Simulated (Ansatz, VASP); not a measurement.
# CdS: VASP beside Ansatz

```xyz
2
Lattice="3.5825 0.0000 0.0000 0.0000 3.5825 0.0000 0.0000 0.0000 3.1161" Properties=species:S:1:pos:R:3 pbc="T T T"
Cd    1.7912    1.7912    1.5581
S     0.0000    0.0000    0.0000
```

Change from the starting cell: species swapped into the MnIr type (P4/mmm, No. 123).

Alike in both runs: functional PBE; k mesh 4 × 4 × 3; occupations gaussian, width 0.15 eV; no spin polarisation.

Ansatz relaxed the structure, and its values are those at the end. VASP's run is a single point on that final structure, the one shown.

|  | VASP | Ansatz |
| --- | --- | --- |
| version | VASP 6.6.1 | Ansatz 0.2.0 |
| potentials or method | VASP PAW PBE potentials, release 64 (Cd, S), cutoff 500 eV | scalar-relativistic, plane waves, PAW |
| valence electrons in the cell | 18 | 26 |

```csv
,VASP,Ansatz,Ansatz less VASP
gap on the k mesh at the Fermi level (eV),none,none,-
pressure (GPa),0.2,-0.1,-0.28
```

A gap of «none» marks a metal or a gap that the smearing closes. VASP's potentials hold 18 valence electrons a cell and Ansatz's 26, so a difference there can come from the potentials and not from the codes.

The k mesh is coarse, so the values compare programs but aren't converged.
